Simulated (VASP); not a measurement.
A run of VASP 6.6.1 is set up as follows.

The input INCAR:

```
ALGO = Normal ; EDIFF = 1E-7
EDIFFG = -0.08 ; ENCUT = 600
GGA = PE ; IBRION = 2
ISIF = 3 ; ISMEAR = 0
LASPH = True ; LCHARG = False
LREAL = False ; LWAVE = False
NELM = 60 ; NSW = 36
PREC = Accurate ; SIGMA = 0.15
```

KPOINTS

```
k-points
0
Gamma
  3 3 1
```

File POSCAR:

```
BaCd3Se4
1.0
    4.5101591800      0.0000000000      0.0000000000
    0.0000000000      4.5101591800      0.0000000000
    0.0000000000      0.0000000000     11.3221558900
Ba Cd Se
1 3 4
Direct
    0.0000000000      0.0000000000      0.5000000000
    0.0000000000      0.0000000000      0.0000000000
    0.5000000000      0.5000000000      0.2894589000
    0.5000000000      0.5000000000      0.7105411000
    0.0000000000      0.5000000000      0.1576967100
    0.0000000000      0.5000000000      0.8423032900
    0.5000000000      0.0000000000      0.8423032900
    0.5000000000      0.0000000000      0.1576967100
```

Potentials or basis: VASP PAW PBE potentials, release 64 (Ba_sv, Cd, Se).

Run with:

```sh
$ cat potpaw_PBE.64/Ba_sv/POTCAR potpaw_PBE.64/Cd/POTCAR potpaw_PBE.64/Se/POTCAR > POTCAR
$ mpirun -np 1 vasp_std > vasp.out
```

(1) Estimate the band gap on the k mesh.

(2) Predict the relaxed cell.

(3) Estimate the relaxed volume.

Results:

(1) zero (band 35 reaches 2.70 eV, above the bottom of band 36 at 1.83 eV).

(2) a = 4.913 Å, b = 4.913 Å, c = 9.063 Å, α = 90.00°, β = 90.00°, γ = 90.00°.

(3) 27.35 Å³/atom.

Caveat: the k points lie up to 0.69 Å⁻¹ apart in the final cell; spin-orbit coupling is left out, which moves the levels of the heavy elements.
